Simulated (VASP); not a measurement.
Wanted: the native input for a VASP 6.6.1 run.

```
Task                   : single point
Functional             : r2SCAN
Potentials or basis    : VASP PAW PBE potentials, release 64 (Si, C)
Cutoff                 : 520 eV
k mesh                 : 12 × 12 × 12
Occupations            : gaussian, width 0.05 eV
Spin                   : no spin polarisation
Dipole correction      : no
Further INCAR settings : ALGO = Normal; EDIFF = 1e-06; NBANDS = 11
```

The system is SiC.

```
CELL_PARAMETERS angstrom
0.00000 2.17400 2.17400
2.17400 0.00000 2.17400
2.17400 2.17400 0.00000
ATOMIC_POSITIONS crystal
Si 0.00000 0.00000 0.00000
C 0.75862 0.75862 0.74138
```

This cell differs from its parent crystal: all C atoms moved +0.037 Å, as atom 2 along Cartesian [0 0 1].

The input as run:

POSCAR

```
SiC
1.0
    0.0000000000      2.1740000000      2.1740000000
    2.1740000000      0.0000000000      2.1740000000
    2.1740000000      2.1740000000      0.0000000000
Si C
1 1
Direct
    0.0000000000      0.0000000000      0.0000000000
    0.7586246550      0.7586246550      0.7413753450
```

INCAR.step1

```
SYSTEM = SiC
  PREC = Accurate
  ENCUT = 520
  ISMEAR = 0
  SIGMA = 0.05
  LREAL = .False.
  LASPH = .True.
  NELM = 60
  NBANDS = 11
  GGA = PE
  ALGO = Normal
  EDIFF = 1E-4
  LWAVE = .True.
  LCHARG = .False.
```

INCAR.step2

```
SYSTEM = SiC
  PREC = Accurate
  ENCUT = 520
  EDIFF = 1E-6
  ISMEAR = 0
  SIGMA = 0.05
  LREAL = .False.
  LASPH = .True.
  NELM = 60
  ALGO = Normal
  ISIF = 2
  LWAVE = .False.
  LCHARG = .False.
  METAGGA = R2SCAN
  LMIXTAU = .True.
  NBANDS = 11
  ISTART = 1
```

KPOINTS

```
Automatic mesh
0
Gamma
  12 12 12
  0 0 0
```

Potentials or basis: VASP PAW PBE potentials, release 64 (Si, C).

The run is started by

```bash
$ cat potpaw_PBE.64/Si/POTCAR potpaw_PBE.64/C/POTCAR > POTCAR
$ cp INCAR.step1 INCAR
$ mpirun -np 1 vasp_std > vasp.out
$ cp INCAR.step2 INCAR
$ mpirun -np 1 vasp_std > vasp.out
```

Results of the run:

- Pressure: 1.3 GPa
- Largest force: 0.746 eV/Å
- Band gap on the k mesh: 1.53 eV, indirect (least direct gap 4.97 eV)

Caveat: the cell differs from its parent crystal (all C atoms moved +0.037 Å, as atom 2 along Cartesian [0 0 1]); the PAW data sets were made with another functional, which shifts forces and pressure a little.

It took 110 s on 1 thread of Intel(R) Xeon(R) Platinum 8259CL CPU @ 2.50GHz (Skylake/Cascade Lake), with other jobs on the host, peak memory 0.18 GiB.
